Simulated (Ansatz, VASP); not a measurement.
## Mg: VASP beside Ansatz

```
Mg
1.0
     0.00000    2.23826    2.23826
     2.23826    0.00000    2.23826
     2.23826    2.23826    0.00000
Mg
1
Direct
  0.00000 0.00000 0.00000
```

Alike in both runs: task single point; functional PBE; k mesh 16 × 16 × 16; occupations gaussian, width 0.1 eV; no spin polarisation.

```csv
,VASP,Ansatz
version,VASP 6.6.1,Ansatz 0.2.0
potentials or method,"VASP PAW PBE potentials, release 64 (Mg), cutoff 520 eV","scalar-relativistic, plane waves, PAW"
valence electrons in the cell,2,10
```

|  | VASP | Ansatz | Ansatz less VASP |
| --- | --- | --- | --- |
| gap on the k mesh at the Fermi level (eV) | none | none | - |
| pressure (GPa) | 1.0 | 1.2 | +0.12 |

A gap of «none» marks a metal or a gap that the smearing closes. VASP's potentials hold 2 valence electrons a cell and Ansatz's 10, so a difference there can come from the potentials and not from the codes.
